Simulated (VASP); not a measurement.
Here is a VASP 6.6.1 calculation.

Contents of INCAR:

```
ALGO = Fast ; EDIFF = 1E-6
ENCUT = 520 ; ISIF = 2
ISMEAR = 0 ; ISPIN = 2
LASPH = True ; LCHARG = False
LMAXMIX = 4 ; LORBIT = 11
LREAL = False ; LWAVE = False
MAGMOM = 0.72 ; NBANDS = 15
NELM = 150 ; PREC = Accurate
SIGMA = 0.05
```

Contents of KPOINTS:

```
k-points
0
Gamma
  22 22 22
```

File POSCAR:

```
Ni
1.0
    0.0000000000      1.7236631214      1.7236631214
    1.7236631214      0.0000000000      1.7236631214
    1.7236631214      1.7236631214      0.0000000000
Ni
1
Direct
    0.0000000000      0.0000000000      0.0000000000
```

Potentials or basis: VASP PAW LDA potentials, release 64 (Ni).

Launch:

```console
$ cat potpaw_LDA.64/Ni/POTCAR > POTCAR
$ mpirun -np 1 vasp_std > vasp.out
```

Q: Predict the pressure.

A: -5.3 GPa.

Q: What does it give for the net moment?

A: 0.60 μB per cell.

Q: Predict the site moments.

A: Ni +0.60 μB.
